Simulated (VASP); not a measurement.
# MnPt2: single point with PBE

The system is MnPt2.

```
Pt Mn
1.0
     2.85840    0.00000    0.00000
    -1.42920    2.47545    0.00000
     0.00000    0.00000    6.53250
Pt Mn
2 1
Direct
  0.66667 0.33333 0.31621
  0.33333 0.66667 0.68379
  0.00000 0.00000 0.00000
```

```yaml
Program: VASP 6.6.1
Task: single point
Functional: PBE
Potentials_or_basis: VASP PAW PBE potentials, release 64 (Pt, Mn_pv)
Cutoff: 500 eV
k_mesh: 12 × 12 × 5
Occupations: fermi-dirac, width 0.1 eV
Spin: collinear spin, ferromagnetic start
Starting_moments: "[0.0, 0.0, 4.0] μB"
Dipole_correction: no
Further_INCAR_settings: ALGO = Normal; EDIFF = 1e-06; NBANDS = 28
```

The pressure is -1.0 GPa and the largest force is 0.052 eV/Å. The net moment is 4.41 μB per cell, the site moments are Pt +0.26; Mn +3.71 μB and the valence electrons inside the program's atomic spheres are Pt 9.23; Mn 11.55.

Forces in eV/Å, atoms in the order of the input:
```
Pt   0.000  0.000  0.052
Pt   0.000  0.000 -0.052
Mn   0.000  0.000  0.000
```

Stress tensor (GPa, compression positive):
```
-1.66  0.00  0.00
 0.00 -1.66  0.00
 0.00  0.00  0.48
```

Levels at points of the mesh, in eV from the Fermi level:
Spin up:
```tsv
k point	band 16	band 17	band 18	band 19	band 20	band 21	band 22	band 23
(0.00, 0.00, 0.00)	-1.59	-1.59	-1.09	-1.09	-0.83	-0.83	10.06	11.12
(0.50, 0.00, 0.00)	-0.27	-0.20	0.16	1.53	1.74	1.98	5.70	5.76
```
Spin down:
| k point | band 13 | band 14 | band 15 | band 16 | band 17 | band 18 |
| --- | --- | --- | --- | --- | --- | --- |
| (0.00, 0.00, 0.00) | -1.90 | -1.90 | -0.94 | -0.94 | 0.69 | 1.31 |
| (0.50, 0.00, 0.00) | 0.03 | 0.09 | 0.10 | 1.60 | 1.94 | 2.33 |

Run time: 5.1 min on 1 thread of Intel Xeon 8259CL, with other jobs on the host, peak memory 0.3 GiB.

Caveat: spin-orbit coupling is left out, which moves the levels of the heavy elements.
